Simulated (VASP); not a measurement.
# Al3Cu: single point with PBEsol

Crystal: Al3Cu.

```xyz
4
Lattice="4.0805 0.0000 0.0000 0.0000 4.0805 0.0000 0.0000 0.0000 4.1394" Properties=species:S:1:pos:R:3 pbc="T T T"
Al    0.0000    2.0403    2.0103
Al    2.0403    0.0000    2.0103
Al    2.0403    2.0403    0.0904
Cu    0.0000    0.0000    0.0284
```

This cell differs from its parent crystal: strained and its atoms moved.

```
Program                : VASP 6.6.1
Task                   : single point
Functional             : PBEsol
Potentials or basis    : VASP PAW PBE potentials, release 64 (Al, Cu)
Cutoff                 : 520 eV
k mesh                 : 10 × 10 × 10
Occupations            : gaussian, width 0.1 eV
Spin                   : no spin polarisation
Dipole correction      : no
Further INCAR settings : ALGO = Fast; EDIFF = 1e-06; NBANDS = 18
```

```json
{
 "Pressure": "-10.2 GPa",
 "Largest force": "0.619 eV/Å",
 "Band gap on the k mesh": "zero (bands 10 and 11 overlap by 3.32 eV)"
}
```

Forces in eV/Å, atoms in the order of the input:
```
Al   0.000  0.000  0.336
Al   0.000  0.000  0.336
Al   0.000  0.000 -0.619
Cu   0.000  0.000 -0.054
```

Stress tensor (GPa, compression positive):
```
 -9.95   0.00   0.00
  0.00  -9.95   0.00
  0.00   0.00 -10.72
```

Levels at points of the mesh, in eV from the Fermi level:
```tsv
k point	band 6	band 7	band 8	band 9	band 10	band 11	band 12	band 13	band 14	band 15
(0.00, 0.00, 0.00)	-3.14	-2.22	-2.07	-2.07	-0.45	0.02	0.14	5.64	5.66	5.66
(0.50, 0.00, 0.00)	-3.12	-2.98	0.19	0.28	0.30	0.44	0.79	1.12	2.07	2.47
(0.50, 0.50, 0.00)	-3.33	-2.98	-2.92	-2.73	1.25	2.54	2.54	3.03	3.21	3.21
(0.00, 0.00, 0.50)	-3.12	-3.00	0.00	0.00	0.67	0.67	0.95	1.07	2.26	2.56
(0.50, 0.00, 0.50)	-3.32	-2.99	-2.93	-2.72	1.24	2.57	2.83	3.06	3.32	3.46
(0.50, 0.50, 0.50)	-3.43	-3.43	-2.98	-2.97	-2.12	-1.91	-1.91	-1.88	10.71	10.83
```

It took 78 s on 1 thread of Intel(R) Xeon(R) 6975P-C (Granite Rapids), on a shared host, peak memory 0.27 GiB.

Caveat: the cell differs from its parent crystal (strained and its atoms moved); the cell stands under tension; the PAW data sets were made with another functional, which shifts forces and pressure a little.
